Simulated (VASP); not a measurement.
Y, 2 atoms in the cell. Symmetry: P6_3/mmc, No. 194, hexagonal system. The conventional cell has a = 3.683 Å, b = 3.683 Å, c = 5.695 Å, α = 90.00°, β = 90.00°, γ = 120.00°. Within 4.7 Å of Y (site symmetry -6m2) lie 12 Y at 3.55 to 3.68 Å. 

```yaml
Program: VASP 6.6.1
Task: single point
Functional: r2SCAN
Potentials_or_basis: VASP PAW PBE potentials, release 64 (Y_sv)
Cutoff: 520 eV
k_mesh: 15 × 15 × 8
Occupations: gaussian, width 0.1 eV
Spin: no spin polarisation
Dipole_correction: no
Further_INCAR_settings: ALGO = Normal; EDIFF = 1e-06; NBANDS = 18
```

Potentials or basis: VASP PAW PBE potentials, release 64 (Y_sv).

The run is started by

```bash
$ cat potpaw_PBE.64/Y_sv/POTCAR > POTCAR
$ cp INCAR.step1 INCAR
$ mpirun -np 1 vasp_std > vasp.out
$ cp INCAR.step2 INCAR
$ mpirun -np 1 vasp_std > vasp.out
```

Hardware: 1 thread of Intel(R) Xeon(R) 6975P-C (Granite Rapids), with other jobs on the host.

How long does it take, and how much memory?

It took 4.3 min on 1 thread of Intel(R) Xeon(R) 6975P-C (Granite Rapids) (shared host), peak memory 0.29 GiB. Counts: k points 135.
